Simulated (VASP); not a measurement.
# BH3: single point with PBE+D3(BJ)

System: BH3, in a box.

```xyz
4
Lattice="5.6324 0.0000 0.0000 0.0000 5.6324 0.0000 0.0000 0.0000 25.3775" Properties=species:S:1:pos:R:3 pbc="T T T"
B    -0.6967   -0.6967   15.6689
H    -0.4007   -1.8051   16.1155
H    -1.7986   -0.4016   16.1290
H     0.1085    0.0975   16.1600
```

```yaml
Program: VASP 6.6.1
Task: single point
Functional: PBE
Dispersion: D3(BJ)
Potentials_or_basis: VASP PAW PBE potentials, release 64 (B, H)
Cutoff: 520 eV
k_mesh: 4 × 4 × 1
Occupations: gaussian, width 0.1 eV
Spin: no spin polarisation
```

```
Largest force                   : 5.215 eV/Å
Gap between the frontier levels : 3.63 eV
Dispersion energy per atom      : -0.008 eV
```

Forces on the atoms (eV/Å):
```
B    0.028 -0.055  5.214
H    0.031 -0.156 -1.741
H   -0.186  0.058 -1.733
H    0.127  0.152 -1.740
```

Levels at points of the mesh, in eV from the valence-band top:
```tsv
k point	band 1	band 2	band 3	band 4	band 5	band 6
(0.00, 0.00, 0.00)	-4.79	-0.07	0.00	3.63	6.96	7.37
(0.50, 0.00, 0.00)	-4.77	-0.18	-0.01	3.70	8.02	8.16
(0.00, 0.50, 0.00)	-4.77	-0.17	-0.02	3.70	8.02	8.16
(0.50, 0.50, 0.00)	-4.75	-0.17	-0.13	3.75	8.40	9.10
```

Wall time 4.3 min on 1 thread of Intel Xeon 8259CL, on a shared host, peak memory 0.74 GiB.
